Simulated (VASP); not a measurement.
Write the native input for VASP 6.6.1 that does the following.

| Quantity | Value |
| --- | --- |
| Task | relaxation of cell and atoms |
| Functional | PBEsol |
| Dispersion | D4 |
| Potentials or basis | VASP PAW PBE potentials, release 64 (C) |
| Cutoff | 600 eV |
| k mesh | 12 × 12 × 3 |
| Occupations | fermi-dirac, width 0.05 eV |
| Spin | no spin polarisation |
| Dipole correction | no |
| Further INCAR settings | ALGO = Normal; EDIFF = 1e-06; IBRION = 2; EDIFFG = -0.01; NSW = 60; ISIF = 3 |

The structure of C lies in POSCAR:

```
C
1.0
    2.5221000000      0.0000000000      0.0000000000
   -1.2610500000      2.1842026709      0.0000000000
    0.0000000000      0.0000000000     12.3557000000
C
12
Direct
    0.6666666667      0.3333333333      0.3541700000
    0.3333333333      0.6666666667      0.8541700000
    0.6666666667      0.3333333333      0.1458300000
    0.3333333333      0.6666666667      0.6458300000
    0.6666666667      0.3333333333      0.4791700000
    0.3333333333      0.6666666667      0.9791700000
    0.6666666667      0.3333333333      0.0208300000
    0.3333333333      0.6666666667      0.5208300000
    0.0000000000      0.0000000000      0.8125000000
    0.0000000000      0.0000000000      0.3125000000
    0.0000000000      0.0000000000      0.6875000000
    0.0000000000      0.0000000000      0.1875000000
```

These files were run (other wordings do the same):

INCAR

```
ALGO = Normal ; EDIFF = 1E-6
EDIFFG = -0.01 ; ENCUT = 600
GGA = PS ; IBRION = 2
ISIF = 3 ; ISMEAR = -1
IVDW = 13 ; LASPH = True
LCHARG = False ; LREAL = False
LWAVE = False ; NELM = 80
NSW = 60 ; PREC = Accurate
SIGMA = 0.05
```

KPOINTS

```
k-points
0
Gamma
  12 12 3
```

Potentials or basis: VASP PAW PBE potentials, release 64 (C).

Command:

```bash
$ cat potpaw_PBE.64/C/POTCAR > POTCAR
$ mpirun -np 1 vasp_std > vasp.out
```

It gave:

* Relaxed volume: 5.58 Å³/atom
* Relaxed cell: a = 2.503 Å, b = 2.503 Å, c = 12.345 Å, α = 90.00°, β = 90.00°, γ = 120.00°
* Space group after relaxing (to 0.1 Å): P6_3/mmc (No. 194)
* Energy gained by relaxing: 3.6 meV/atom
* Ionic steps: 8
* Pressure after relaxing: 0.0 GPa
* Band gap on the k mesh: 4.37 eV (least direct gap 5.37 eV)
* Dispersion energy per atom: -0.121 eV

Caveat: the PAW data sets were made with another functional, which shifts forces and pressure a little; an odd mesh through Γ misses points on the zone boundary, where band edges can lie.

Wall time 3.2 min on 1 thread of Intel(R) Xeon(R) 6975P-C (Granite Rapids) (shared host), peak memory 0.22 GiB.
